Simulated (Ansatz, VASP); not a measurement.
**Two plane-wave programs on SiNi**

```
Si Ni
1.0
     3.22536    0.00000    0.00000
     0.00000    3.43970    0.00000
     0.00000    0.00000    4.22582
Si Ni
2 2
Direct
  0.50000 0.50000 0.84318
  0.00000 0.00000 0.15682
  0.50000 0.50000 0.34231
  0.00000 0.00000 0.65769
```

Alike in both runs: task single point; functional PBE; k mesh 18 × 16 × 12; occupations gaussian, width 0.15 eV; no spin polarisation.

|  | VASP | Ansatz |
| --- | --- | --- |
| version | VASP 6.6.1 | Ansatz 0.2.0 |
| potentials or method | VASP PAW PBE potentials, release 64 (Si, Ni), cutoff 520 eV | scalar-relativistic, plane waves, PAW |
| valence electrons in the cell | 28 | 44 |

```csv
,VASP,Ansatz,Ansatz less VASP
gap on the k mesh at the Fermi level (eV),none,none,-
pressure (GPa),14.2,14.3,+0.05
"traceless stress, the component that is largest in VASP (GPa)",42.69,42.60,-0.089
rms of the force components (eV/Å),0.313,0.318,+0.0054
```

Atom by atom the forces differ by 0.006 eV/Å (rms over components). A gap of «none» marks a metal or a gap that the smearing closes. VASP's potentials hold 28 valence electrons a cell and Ansatz's 44, so a difference there can come from the potentials and not from the codes.
